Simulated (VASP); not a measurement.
The system is Be2ZnO3.

```
CELL_PARAMETERS angstrom
4.90972 0.00000 0.00000
-2.45486 4.25194 0.00000
0.00000 0.00000 2.36474
ATOMIC_POSITIONS crystal
Be 0.33333 0.66667 0.00000
Be 0.66667 0.33333 0.00000
Zn 0.00000 0.00000 0.00000
O 0.50000 0.00000 0.50000
O 0.50000 0.50000 0.50000
O 0.00000 0.50000 0.50000
```

The cell was built from a structure type or drawn by symmetry, and may not be a known phase.

```yaml
Program: VASP 6.6.1
Task: relaxation of cell and atoms
Functional: PBE
Potentials_or_basis: VASP PAW PBE potentials, release 64 (Be, Zn, O)
Cutoff: 600 eV
k_mesh: 12 × 12 × 16
Occupations: gaussian, width 0.1 eV
Spin: no spin polarisation
```

At the start: pressure 0.2 GPa; volume 8.23 Å³/atom.

Question: Where does the relaxation end?

Answer: Over 8 steps the energy falls by 2.3 meV/atom and the volume is 8.20 Å³/atom (-0.3 %); space group P6/mmm (No. 191, to 0.1 Å) before and after.

Step by step:
| step | energy change (eV) | largest force (eV/Å) | pressure (GPa) | volume (Å³) |
| --- | --- | --- | --- | --- |
| 1 | 0.0000 | 0.0000 | 0.23 | 49.37 |
| 2 | -0.0092 | 0.0000 | -0.36 | 49.45 |
| 3 | -0.0122 | 0.0000 | -1.19 | 49.55 |
| 4 | -0.0127 | 0.0000 | -0.94 | 49.51 |
| 5 | -0.0128 | 0.0000 | -0.99 | 49.52 |
| 6 | -0.0137 | 0.0000 | 0.28 | 49.10 |
| 7 | -0.0138 | 0.0000 | -0.07 | 49.22 |
| 8 | -0.0138 | 0.0000 | 0.01 | 49.20 |

Final structure:
```xyz
6
Lattice="4.8639 0.0000 0.0000 -2.4319 4.2122 0.0000 0.0000 0.0000 2.4016" Properties=species:S:1:pos:R:3 pbc="T T T"
Be    0.0000    2.8082    2.4016
Be    2.4319    1.4041    0.0000
Zn    0.0000    0.0000    2.4016
O     0.0000    4.2122    1.2008
O     1.2160    2.1061    1.2008
O    -1.2160    2.1061    1.2008
```
